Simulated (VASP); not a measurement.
Runs of VASP 6.6.1 on W. The structure is that of space group Pm-3m (No. 221), or close to it. The cells are those of the table. 

```csv
task,cell,cutoff (eV),gap on the mesh (eV),pressure (GPa)
single point,"a = 2.506 Å, 1 atom",520,none,46.7
relaxation of cell and atoms,"relaxed to 15 GPa from a = 2.590 Å, 1 atom",600,none,15.0
single point,"a = 2.542 Å, 1 atom",520,none,31.3
single point,"a = 2.640 Å, 1 atom",520,none,(a)
relaxation of cell and atoms,"relaxed to 30 GPa from a = 2.590 Å, 1 atom",600,none,30.0
single point,"a = 2.585 Å, 1 atom",520,none,15.9
relaxation of cell and atoms,"relaxed to 45 GPa from a = 2.590 Å, 1 atom",600,none,45.0
relaxation of cell and atoms,"relaxed from a = 2.590 Å, 1 atom",600,none,-0.1
```

Alike in all rows: level PBE; potentials or basis VASP PAW PBE potentials, release 64 (W_sv); no spin polarisation; k mesh 9 × 9 × 9; smearing fermi-dirac 0.1 eV.

**Question.** Fill in the values left out.

**Answer.** (a) 0.6.

Caveats: spin-orbit coupling is left out, which moves the levels of the heavy elements; the cell is relaxed towards a set pressure, so the enthalpy falls and the energy may rise (some runs).

A k mesh can miss the band edges, and the runs leave out spin-orbit coupling on W.

A gap of «none» marks levels without a gap at the run's occupations.
